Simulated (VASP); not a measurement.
Wanted: the native input for a VASP 6.6.1 run.

```yaml
Task: electric field gradients
Functional: r2SCAN
Potentials_or_basis: VASP PAW PBE potentials, release 64 (Ti_sv, Al)
Cutoff: 520 eV
k_mesh: 8 × 8 × 7
Occupations: fermi-dirac, width 0.05 eV
Spin: no spin polarisation
Dipole_correction: no
Further_INCAR_settings: ALGO = Normal; EDIFF = 1e-08; NBANDS = 27
```

TiAl2:

```
Ti Al
1.0
     1.95547   -6.03777    0.00000
     1.95547    6.03777    0.00000
     0.00000    0.00000    3.98894
Ti Al
2 4
Direct
  0.84334 0.15666 0.00000
  0.15666 0.84334 0.00000
  0.50000 0.50000 0.00000
  0.00000 0.00000 0.50000
  0.67235 0.32765 0.50000
  0.32765 0.67235 0.50000
```

These files were run (other wordings do the same):

POSCAR

```
TiAl2
1.0
    1.9554675547     -6.0377694237      0.0000000000
    1.9554675547      6.0377694237      0.0000000000
    0.0000000000      0.0000000000      3.9889417200
Ti Al
2 4
Direct
    0.8433442400      0.1566557600      0.0000000000
    0.1566557600      0.8433442400      0.0000000000
    0.5000000000      0.5000000000      0.0000000000
    0.0000000000      0.0000000000      0.5000000000
    0.6723498200      0.3276501800      0.5000000000
    0.3276501800      0.6723498200      0.5000000000
```

INCAR.step1

```
PREC = Accurate
ENCUT = 520
ISMEAR = -1
SIGMA = 0.05
LREAL = F
LASPH = T
NELM = 100
NBANDS = 27
GGA = PE
ALGO = Normal
EDIFF = 1E-4
LWAVE = T
LCHARG = F
```

INCAR.step2

```
PREC = Accurate
ENCUT = 520
EDIFF = 1E-8
ISMEAR = -1
SIGMA = 0.05
LREAL = F
LASPH = T
NELM = 100
ALGO = Normal
ISIF = 2
LWAVE = F
LCHARG = F
METAGGA = R2SCAN
LMIXTAU = T
LEFG = T
NBANDS = 27
ISTART = 1
```

KPOINTS

```
regular mesh
0
Gamma
  8 8 7
```

Potentials or basis: VASP PAW PBE potentials, release 64 (Ti_sv, Al).

Run with:

```console
$ cat potpaw_PBE.64/Ti_sv/POTCAR potpaw_PBE.64/Al/POTCAR > POTCAR
$ cp INCAR.step1 INCAR
$ mpirun -np 1 vasp_std > vasp.out
$ cp INCAR.step2 INCAR
$ mpirun -np 1 vasp_std > vasp.out
```

It gave:

```json
{
 "Pressure": "0.1 GPa",
 "Largest force": "0.037 eV/Å",
 "Band gap on the k mesh": "zero (band 18 reaches 9.46 eV, above the bottom of band 19 at 8.16 eV)"
}
```

Caveat: without QUAD_EFG the Cq values of the log hold for a quadrupole moment of 1 mb, not for the nuclei; the PAW data sets were made with another functional, which shifts forces and pressure a little.

It took 16 min on 1 thread of Intel(R) Xeon(R) Platinum 8259CL CPU @ 2.50GHz (Skylake/Cascade Lake), with other jobs on the host, peak memory 0.39 GiB.
